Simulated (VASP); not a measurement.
Set up this calculation in VASP 6.6.1, as the native input.

```
Task                   : single point
Functional             : PBEsol
Potentials or basis    : VASP PAW PBE potentials, release 64 (W_sv, Se)
Cutoff                 : 520 eV
k mesh                 : 11 × 11 × 3
Occupations            : fermi-dirac, width 0.08 eV
Spin                   : no spin polarisation
Dipole correction      : no
Further INCAR settings : ALGO = Normal; EDIFF = 1e-06; NBANDS = 35
```

The structure of WSe2 lies in POSCAR:

```
WSe2
1.0
    3.3117871547      0.0000000000      0.0000000000
   -1.6558935773      2.8680918078      0.0000000000
    0.0000000000      0.0000000000     13.0558965430
W Se
2 4
Direct
    0.3333333333      0.6666666667      0.2500000000
    0.6666666667      0.3333333333      0.7500000000
    0.3333333333      0.6666666667      0.6210000000
    0.6666666667      0.3333333333      0.1210000000
    0.3333333333      0.6666666667      0.8790000000
    0.6666666667      0.3333333333      0.3790000000
```

The input as run:

INCAR

```
SYSTEM = WSe2
PREC     = Accurate       ! precision mode
ENCUT    = 520            ! plane-wave cutoff, eV
EDIFF    = 1E-6           ! SCF threshold, eV
ISMEAR   = -1             ! smearing method
SIGMA    = 0.08           ! smearing width, eV
LREAL    = .FALSE.        ! projectors in reciprocal space
LASPH    = .TRUE.         ! aspherical terms in the spheres
NELM     = 100            ! most SCF steps
ALGO     = Normal         ! electronic algorithm
ISIF     = 2              ! what is computed and relaxed
LWAVE    = .FALSE.        ! write WAVECAR
LCHARG   = .FALSE.        ! write CHGCAR
GGA      = PS             ! functional
NBANDS   = 35             ! bands
```

KPOINTS

```
regular mesh
0
G
  11 11 3
  0 0 0
```

Potentials or basis: VASP PAW PBE potentials, release 64 (W_sv, Se).

Run with:

```bash
$ cat potpaw_PBE.64/W_sv/POTCAR potpaw_PBE.64/Se/POTCAR > POTCAR
$ mpirun -np 1 vasp_std > vasp.out
```

Results of the run:

| Item | Value |
| --- | --- |
| Pressure | -3.5 GPa |
| Largest force | 0.389 eV/Å |
| Band gap on the k mesh | 0.93 eV (least direct gap 1.69 eV) |

Caveat: the cell stands under tension; the PAW data sets were made with another functional, which shifts forces and pressure a little; spin-orbit coupling is left out, which moves the levels of the heavy elements; an odd mesh through Γ misses points on the zone boundary, where band edges can lie; this functional lacks dispersion, which binds the layers, so the pressure and a relaxed spacing across them are unreliable.

Wall time 2 min on 1 thread of AMD EPYC 7R13 Processor (Zen 3), on a shared host, peak memory 0.28 GiB.
